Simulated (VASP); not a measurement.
The system is Mg3C.

```
Mg C
1.0
     4.20037    0.00000    0.00000
     0.00000    4.20037    0.00000
     0.00000    0.00000    3.96261
Mg C
3 1
Direct
  0.00000 0.50000 0.50000
  0.50000 0.00000 0.50000
  0.50000 0.50000 0.00000
  0.00000 0.00000 0.00000
```

* Program: VASP 6.6.1
* Task: relaxation of cell and atoms
* Functional: PBE
* Potentials or basis: VASP PAW PBE potentials, release 64 (Mg, C)
* Cutoff: 600 eV
* k mesh: 4 × 4 × 4
* Occupations: gaussian, width 0.1 eV
* Spin: no spin polarisation

At the start: pressure -5.9 GPa; volume 17.48 Å³/atom.

Question: How do energy, volume and symmetry change on relaxing?

Answer: Over 6 steps the energy falls by 50.5 meV/atom and the volume is 15.20 Å³/atom (-13.0 %); space group Pm-3m (No. 221, to 0.05 Å).

Step by step:
```tsv
step	energy change (eV)	largest force (eV/Å)	pressure (GPa)	volume (Å³)
1	0.0000	0.0000	-5.94	69.91
2	-0.1694	0.0000	-1.97	63.55
3	-0.1858	0.0000	-0.07	61.36
4	-0.1860	0.0000	0.16	61.11
5	-0.1941	0.0000	0.16	61.04
6	-0.2019	0.0000	0.30	60.81
```

Final structure:
```
CELL_PARAMETERS angstrom
3.92824 0.00000 0.00000
0.00000 3.92824 0.00000
0.00000 0.00000 3.94103
ATOMIC_POSITIONS crystal
Mg 0.00000 0.50000 0.50000
Mg 0.50000 0.00000 0.50000
Mg 0.50000 0.50000 0.00000
C 0.00000 0.00000 0.00000
```

Caveat: the k points lie up to 0.40 Å⁻¹ apart in the final cell.
